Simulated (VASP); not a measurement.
# Al (P6_3/mmc) in VASP: notebook

Runs on Al. Level: PBE+D3(BJ). Tasks: single point.

Program: VASP 6.6.1. These are calculated values, not measurements. Logs are shortened: lines on timing, memory, paths and dates and some standing lists are left out, and cuts for length are marked.

**1. The cell of the first run**

Symmetry: P6_3/mmc, No. 194, hexagonal system. Conventional cell: a = 2.815 Å, b = 2.815 Å, c = 9.391 Å, α = 90.00°, β = 90.00°, γ = 120.00°. Al (site symmetry -3m) has 12 Al at 2.81 to 2.86 Å within 3.7 Å. Within 3.7 Å of Al (site symmetry -6m2) lie 12 Al at 2.81 to 2.86 Å.

This isn't the form of Al at room conditions, which is fcc.

**2. Single point, PBE+D3(BJ) (16.11 Å³/atom)**

INCAR reads:

```
  PREC = Accurate
  ENCUT = 520
  EDIFF = 1E-7
  ISMEAR = 0
  SIGMA = 0.15
  LREAL = False
  LASPH = True
  NELM = 100
  ALGO = Normal
  ISIF = 2
  LWAVE = False
  LCHARG = False
  GGA = PE
  IVDW = 12
  NBANDS = 14
```

KPOINTS reads:

```
regular mesh
0
Gamma
  18 18 6
```

POSCAR reads:

```
Al
1.0
    2.8146342533      0.0000000000      0.0000000000
   -1.4073171266      2.4375447657      0.0000000000
    0.0000000000      0.0000000000      9.3907457226
Al
4
Direct
    0.0000000000      0.0000000000      0.0000000000
    0.3333333333      0.6666666667      0.2500000000
    0.0000000000      0.0000000000      0.5000000000
    0.6666666667      0.3333333333      0.7500000000
```

Potentials or basis: VASP PAW PBE potentials, release 64 (Al).

Run with:

```
$ cat potpaw_PBE.64/Al/POTCAR > POTCAR
$ mpirun -np 1 vasp_std > vasp.out
```

OUTCAR:

```text
PREC = Accurate
   ENCUT = 520
   EDIFF = 1E-7
   ISMEAR = 0
   LREAL = False
   LASPH = True
   NELM = 100
   ISIF = 2
   GGA = PE
   IVDW = 12
 IVDW          = 12

 ion  position               nearest neighbor table
   1  0.000  0.000  0.000-   2 2.86   4 2.86   2 2.86   4 2.86   4 2.86   2 2.86
   2  0.333  0.667  0.250-   1 2.86   3 2.86   1 2.86   3 2.86   1 2.86   3 2.86
   3  0.000  0.000  0.500-   2 2.86   4 2.86   2 2.86   4 2.86   4 2.86   2 2.86
   4  0.667  0.333  0.750-   1 2.86   3 2.86   1 2.86   3 2.86   1 2.86   3 2.86

  LATTYP: Found a hexagonal cell.
 ALAT       =     2.8146342533
 C/A-ratio  =     3.3364000000

  Lattice vectors:

 A1 = (   2.8146342533,   0.0000000000,   0.0000000000)
 A2 = (  -1.4073171266,   2.4375447657,   0.0000000000)
 A3 = (   0.0000000000,   0.0000000000,   9.3907457226)

Analysis of symmetry for initial positions (statically):
=====================================================================
 Subroutine PRICEL returns:
 Original cell was already a primitive cell.

 Routine SETGRP: Setting up the symmetry group for a
 hexagonal supercell.

 Subroutine GETGRP returns: Found 24 space group operations
 (whereof 12 operations were pure point group operations)
 out of a pool of 24 trial point group operations.

The static configuration has the point symmetry D_3d.
 The point group associated with its full space group is D_6h.

Analysis of symmetry for dynamics (positions and initial velocities):
=====================================================================
 Subroutine PRICEL returns:
 Original cell was already a primitive cell.

 Routine SETGRP: Setting up the symmetry group for a
 hexagonal supercell.

 Subroutine GETGRP returns: Found 24 space group operations
 (whereof 12 operations were pure point group operations)
 out of a pool of 24 trial point group operations.

The dynamic configuration has the point symmetry D_3d.
 The point group associated with its full space group is D_6h.

 Subroutine INISYM returns: Found 24 space group operations
 (whereof 12 operations are pure point group operations),
 and found     1 'primitive' translations

----------------------------------------------------------------------------------------

                                     Primitive cell

  volume of cell :      64.4280

  direct lattice vectors                    reciprocal lattice vectors
     2.814634253  0.000000000  0.000000000     0.355285948  0.205124438  0.000000000
    -1.407317127  2.437544766  0.000000000     0.000000000  0.410248876  0.000000000
     0.000000000  0.000000000  9.390745723     0.000000000  0.000000000  0.106487816

  length of vectors
     2.814634253  2.814634253  9.390745723     0.410248876  0.410248876  0.106487816

  position of ions in fractional coordinates (direct lattice)
     0.000000000  0.000000000  0.000000000
     0.333333333  0.666666667  0.250000000
     0.000000000  0.000000000  0.500000000
     0.666666667  0.333333333  0.750000000

  ion indices of the primitive-cell ions
   primitive index   ion index
                 1           1
                 2           2
                 3           3
                 4           4

----------------------------------------------------------------------------------------

 KPOINTS: regular mesh

Automatic generation of k-mesh.
 Grid dimensions read from file:
 generate k-points for:   18   18    6

 Generating k-lattice:

  Cartesian coordinates                     Fractional coordinates (reciprocal lattice)
     0.019738108  0.011395802  0.000000000     0.055555556 -0.000000000  0.000000000
     0.000000000  0.022791604  0.000000000     0.000000000  0.055555556  0.000000000
     0.000000000  0.000000000  0.017747969     0.000000000  0.000000000  0.166666667

  Length of vectors
     0.022791604  0.022791604  0.017747969

  Shift w.r.t. Gamma in fractional coordinates (k-lattice)
     0.000000000  0.000000000  0.000000000

 Subroutine IBZKPT returns following result:
 ===========================================

 Found    148 irreducible k-points:

 Following reciprocal coordinates:
            Coordinates               Weight
  0.000000  0.000000  0.000000      1.000000
  0.055556  0.000000  0.000000      6.000000
  0.111111  0.000000  0.000000      6.000000
  0.166667  0.000000  0.000000      6.000000
  0.222222  0.000000  0.000000      6.000000
  0.277778  0.000000  0.000000      6.000000
[... 16 lines left out ...]
  0.333333  0.111111  0.000000     12.000000
  0.388889  0.111111  0.000000     12.000000
 [... further k-points ...]
   k-points           NKPTS =    148   k-points in BZ     NKDIM =    148   number of bands    NBANDS=     14
   number of dos      NEDOS =    301   number of ions     NIONS =      4
   total plane-waves  NPLWV =  40320
   dimension x,y,z NGX =    24 NGY =   24 NGZ =   70
   dimension x,y,z NGXF=    48 NGYF=   48 NGZF=  140
   ions per type =               4
   NGX,Y,Z   is equivalent  to a cutoff of  14.18, 14.18, 12.39 a.u.
   NGXF,Y,Z  is equivalent  to a cutoff of  28.35, 28.35, 24.78 a.u.
 SYSTEM =  unknown system
   PREC   = accura    normal or accurate (medium, high low for compatibility)
   ISTART =      0    job   : 0-new  1-cont  2-samecut
   ICHARG =      2    charge: 1-file 2-atom 10-const
   ISPIN  =      1    spin polarized calculation?
   LNONCOLLINEAR =      F non collinear calculations
   LSORBIT =      F    spin-orbit coupling
   LASPH  =      T    aspherical Exc in radial PAW
   ENCUT  =  520.0 eV  38.22 Ry    6.18 a.u.   5.23  5.23 17.46*2*pi/ulx,y,z
   NELM   =    100;   NELMIN=  2; NELMDL= -5     # of ELM steps
   EDIFF  = 0.1E-06   stopping-criterion for ELM
   LREAL  =      F    real-space projection
   EDIFFG = 0.1E-05   stopping-criterion for IOM
   NSW    =      0    number of steps for IOM
   IBRION =     -1    ionic relax: 0-MD 1-quasi-New 2-CG
   NFREE  =      0    steps in history (QN), initial steepest desc. (CG)
   ISIF   =      2    stress and relaxation
   ISYM   =      2    0-nonsym 1-usesym 2-fastsym
   POTIM  = 0.5000    time-step for ionic-motion
   TEBEG  =    0.0;   TEEND  =   0.0 temperature during run
   PSTRESS=    0.0 pullay stress
   NELECT =      12.0000    total number of electrons
   NUPDOWN=      -1.0000    fix difference up-down
   EMIN   =  10.00;   EMAX   =-10.00  energy-range for DOS
   EFERMI =   0.00;   METHOD = LEGACY
   ISMEAR =     0;   SIGMA  =   0.15  broadening in eV -4-tet -1-fermi 0-gaus
   EFERMI_NEDOS =   21; number of points for ismear=-14 and -15
   IALGO  =     38    algorithm
   IMIX   =      4    mixing-type and parameters
     AMIX     =   0.40;   BMIX     =  1.00
     AMIX_MAG =   1.60;   BMIX_MAG =  1.00
  volume/ion in A,a.u.               =      16.11       108.70
  Fermi-wavevector in a.u.,A,eV,Ry     =   0.934926  1.766753 11.892659  0.874086
  Thomas-Fermi vector in A             =   2.061780
   LORBIT       =      0    0 simple, 1 ext, 2 COOP (PROOUT), +10 PAW based schemes
   GGA     = PE    functional components
   LHFCALC =     F    Hartree Fock is set to
   AEXX    =    0.0000 exact exchange contribution
   IVDW    =    12    specifies the selected vdW correction
   LEPSILON=     F    determine dielectric tensor
   LRPA    =     F    only Hartree local field effects (RPA)
 non-spin polarized calculation
 Gauss-broadening in eV      SIGMA  =   0.15
  energy-cutoff  :      520.00
  volume of cell :       64.43
 maximum number of plane-waves:      1756
 NGX is ok and might be reduce to    24
   NGX = 11   NGY = 11   NGZ = 35

 number of electron      12.0000000 magnetization

 Free energy of the ion-electron system (eV)
  ---------------------------------------------------
  ext. energy  EPLUGINS =         0.00000000
  ---------------------------------------------------
  free energy    TOTEN  =       -14.92720331 eV

  energy without entropy =      -14.90879623  energy(sigma->0) =      -14.91799977

 E-fermi :   8.2464     XC(G=0): -10.2847

 val. band max:        8.2412792888   @ k =   0.2778   0.2222   0.0000
 cond. band min:       8.2547218518   @ k =   0.4444   0.0556   0.3333
 fundamental gap:      0.0134425630
 Fermi energy:         8.2464032879

 k-point     1 :       0.0000    0.0000    0.0000
  band No.  band energies     occupation
      1      -3.0498      2.00000
      2      -1.3842      2.00000
      3      -1.3782      2.00000
      4       3.4525      2.00000
      5       3.5766      2.00000
      6      11.3413      0.00000
      7      11.3514      0.00000
      8      19.4456      0.00000
      9      19.4456      0.00000
     10      19.5777      0.00000
     11      19.5777      0.00000
     12      20.3639      0.00000
     13      20.5035      0.00000
     14      20.5040      0.00000

 k-point     2 :       0.0556    0.0000    0.0000
  band No.  band energies     occupation
      1      -2.9729      2.00000
      2      -1.3083      2.00000
      3      -1.3023      2.00000
      4       3.5238      2.00000
      5       3.6517      2.00000
      6      11.4044      0.00000
      7      11.4163      0.00000
      8      17.7600      0.00000
      9      18.3977      0.00000
     10      19.0637      0.00000
     11      19.1549      0.00000
     12      19.6574      0.00000
     13      19.7603      0.00000
     14      19.7818      0.00000
[... 343 lines left out ...]
      1       0.8902      2.00000
      2       2.5054      2.00000
      3       2.5066      2.00000
      4       6.0170      2.00000
      5       7.0558      2.00000
      6       7.3487      2.00000
      7       7.9080      1.99858
      8       8.1158      1.78179
      9      11.2153      0.00000
     10      12.2531      0.00000
     11      12.6360      0.00000
     12      12.9380      0.00000
     13      13.3485      0.00000
     14      15.2616      0.00000

 k-point    24 :       0.3889    0.1111    0.0000
  band No.  band energies     occupation
      1       2.0043      2.00000
      2       3.5867      2.00000
      3       3.5931      2.00000
      4       4.6229      2.00000
      5       6.2571      2.00000
      6       6.2735      2.00000
      7       8.2817      0.73961
      8       8.6015      0.00081
      9      10.6132      0.00000
     10      10.8411      0.00000
     11      11.8568      0.00000
     12      12.7281      0.00000
     13      12.9952      0.00000
     14      16.1196      0.00000

 [... further k-points ...]

------------------------ aborting loop because EDIFF is reached ----------------------------------------

 Edisp (eV)   -1.37939

 E8    (eV) :    -0.6170

  FORCE on cell =-STRESS in cart. coord.  units (eV):
  Direction    XX          YY          ZZ          XY          YZ          ZX
  --------------------------------------------------------------------------------------
  -------------------------------------------------------------------------------------
  Total      -0.28771    -0.28771    -1.00740    -0.00000     0.00000     0.00000
  in kB      -7.15459    -7.15459   -25.05164    -0.00000     0.00000     0.00000
  external pressure =      -13.12 kB  Pullay stress =        0.00 kB

 VOLUME and BASIS-vectors are now :
 -----------------------------------------------------------------------------
  energy-cutoff  :      520.00
  volume of cell :       64.43
      direct lattice vectors                 reciprocal lattice vectors
     2.814634253  0.000000000  0.000000000     0.355285948  0.205124438  0.000000000
    -1.407317127  2.437544766  0.000000000     0.000000000  0.410248876  0.000000000
     0.000000000  0.000000000  9.390745723     0.000000000  0.000000000  0.106487816

 POSITION                                       TOTAL-FORCE (eV/Angst)
 -----------------------------------------------------------------------------------
      0.00000      0.00000      0.00000         0.000000      0.000000     -0.000000
     -0.00000      1.62503      2.34769        -0.000000     -0.000000      0.000000
      0.00000      0.00000      4.69537        -0.000000      0.000000     -0.000000
      1.40732      0.81251      7.04306         0.000000      0.000000     -0.000000
 -----------------------------------------------------------------------------------
    total drift:                               -0.000000      0.000000      0.000000

  FREE ENERGIE OF THE ION-ELECTRON SYSTEM (eV)
  ---------------------------------------------------
  free  energy   TOTEN  =       -16.3065958871 eV

  energy  without entropy=      -16.2881888030  energy(sigma->0) =      -16.29739235
```

Run time: 57 s. Hardware: 1 thread of Intel Xeon 6975P-C (Granite Rapids), shared host; peak memory 0.26 GiB.

Results:

| Quantity | Value |
| --- | --- |
| Free energy | -16.3066 eV |
| Pressure | -1.3 GPa |
| Band gap on the k mesh | zero (bands 6 and 7 overlap by 5.21 eV) |
| Dispersion energy per atom | -0.345 eV |

[end of part 1 of 2]

The gap in the log of VASP goes by the Fermi energy; the results here count the filled bands.